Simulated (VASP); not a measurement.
Here is a VASP 6.6.1 calculation.

Contents of POSCAR:

```
SiO2
1.0
    5.1141175913      0.0000000000      0.0000000000
   -2.5570587956      4.4289557520      0.0000000000
    0.0000000000      0.0000000000      5.5845229678
Si O
3 6
Direct
    0.5000000000      0.5000000000      0.3333333333
    0.0000000000      0.5000000000      0.6666666667
    0.5000000000      0.0000000000      0.0000000000
    0.2106191526      0.7893808474      0.8333333333
    0.4212383053      0.2106191526      0.1666666667
    0.2106191526      0.4212383053      0.5000000000
    0.7893808474      0.2106191526      0.8333333333
    0.5787616947      0.7893808474      0.1666666667
    0.7893808474      0.5787616947      0.5000000000
```

Contents of INCAR.step1:

```
SYSTEM = SiO2
  PREC = Accurate
  ENCUT = 660
  ISMEAR = 0
  SIGMA = 0.02
  LREAL = .FALSE.
  LASPH = .TRUE.
  NELM = 120
  NBANDS = 34
  GGA = PE
  ALGO = Normal
  EDIFF = 1E-5
  LWAVE = .TRUE.
  LCHARG = .FALSE.
  GGA_COMPAT = .FALSE.
```

The input INCAR.step2:

```
SYSTEM = SiO2
  PREC = Accurate
  ENCUT = 660
  EDIFF = 1E-6
  ISMEAR = 0
  SIGMA = 0.02
  LREAL = .FALSE.
  LASPH = .TRUE.
  NELM = 120
  ALGO = Normal
  ISIF = 2
  LWAVE = .FALSE.
  LCHARG = .FALSE.
  METAGGA = R2SCAN
  LMIXTAU = .TRUE.
  NBANDS = 34
  ISTART = 1
  GGA_COMPAT = .FALSE.
```

KPOINTS

```
regular mesh
0
G
  6 6 4
  0 0 0
```

Potentials or basis: VASP PAW PBE potentials, release 64 (Si, O).

Command:

```bash
$ cat potpaw_PBE.64/Si/POTCAR potpaw_PBE.64/O/POTCAR > POTCAR
$ cp INCAR.step1 INCAR
$ mpirun -np 1 vasp_std > vasp.out
$ cp INCAR.step2 INCAR
$ mpirun -np 1 vasp_std > vasp.out
```

Question: What does it give for the band gap on the k mesh?

Answer: 6.17 eV (least direct gap 6.39 eV).

Question: Estimate the largest force.

Answer: 0.012 eV/Å.

Question: Estimate the pressure.

Answer: -4.2 GPa.

Forces on the atoms (eV/Å):
```
Si   0.000  0.000  0.000
Si   0.000  0.000  0.000
Si   0.000  0.000  0.000
O    0.011 -0.006  0.000
O    0.011  0.006  0.000
O    0.000  0.012  0.000
O   -0.011  0.006  0.000
O   -0.011 -0.006  0.000
O    0.000 -0.012  0.000
```

Caveat: the cell stands under tension; the PAW data sets were made with another functional, which shifts forces and pressure a little. A k mesh can miss the band edges.
